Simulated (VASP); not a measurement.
## MnSi (rocksalt type): single point with PBE

Crystal: MnSi (rocksalt type).

```
CELL_PARAMETERS angstrom
0.00000 2.42250 2.42250
2.42250 0.00000 2.42250
2.42250 2.42250 0.00000
ATOMIC_POSITIONS crystal
Mn 0.00000 0.00000 0.00000
Si 0.50000 0.50000 0.50000
```

```yaml
Program: VASP 6.6.1
Task: single point
Functional: PBE
Potentials_or_basis: VASP PAW PBE potentials, release 64 (Mn_pv, Si)
Cutoff: 520 eV
k_mesh: 15 × 15 × 15
Occupations: fermi-dirac, width 0.05 eV
Spin: collinear spin, ferromagnetic start
Starting_moments: "[4.0, 0.0] μB"
```

The pressure is 0.0 GPa and the net moment is 2.47 μB per cell. The site moments are Mn +2.57; Si -0.11 μB and the valence electrons inside the program's atomic spheres are Mn 11.79; Si 1.69.

Levels at points of the mesh, in eV from the Fermi level:
Spin up:
```csv
k point,band 7,band 8,band 9,band 10,band 11,band 12,band 13,band 14
"(0.00, 0.00, 0.00)",-2.68,-2.20,-2.20,3.68,3.68,3.68,10.15,10.15
```
Spin down:
| k point | band 5 | band 6 | band 7 | band 8 | band 9 | band 10 |
| --- | --- | --- | --- | --- | --- | --- |
| (0.00, 0.00, 0.00) | -0.58 | -0.58 | -0.36 | -0.36 | -0.36 | 3.55 |

Run time: 95 s on 1 thread of Intel(R) Xeon(R) Platinum 8488C (Sapphire Rapids), on a shared host, peak memory 0.24 GiB.
